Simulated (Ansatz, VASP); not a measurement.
# Two plane-wave programs on SiO2

```xyz
6
Lattice="4.1848 0.0000 0.0000 0.0000 4.1849 0.0000 0.0000 0.0000 2.6685" Properties=species:S:1:pos:R:3 pbc="T T T"
Si    2.0924    2.0924    1.3342
Si    0.0000    0.0000    0.0000
O     1.2818    1.2820    0.0000
O     3.3742    0.8105    1.3342
O     0.8105    3.3744    1.3342
O     2.9029    2.9029    0.0000
```

Alike in both runs: functional r2SCAN; k mesh 4 × 4 × 6; occupations gaussian, width 0.1 eV; no spin polarisation.

Ansatz relaxed the structure, and its values are those at the end. VASP's run is a single point on that final structure, the one shown.

|  | VASP | Ansatz |
| --- | --- | --- |
| version | VASP 6.6.1 | Ansatz 0.2.0 |
| potentials or method | VASP PAW PBE potentials, release 64 (Si, O), cutoff 520 eV | scalar-relativistic, plane waves, PAW |
| valence electrons in the cell | 32 | 32 |

```csv
,VASP,Ansatz,Ansatz less VASP
gap on the k mesh at the Fermi level (eV),6.52,6.53,+0.003
least direct gap on the mesh (eV),6.52,6.53,+0.003
pressure (GPa),0.6,0.2,-0.40
rms of the force components (eV/Å),0.032,0.022,-0.0103
```

VASP's potentials were made for PBE, not for r2SCAN. The functional is the same, so the differences come from potentials, cutoffs and numerics.
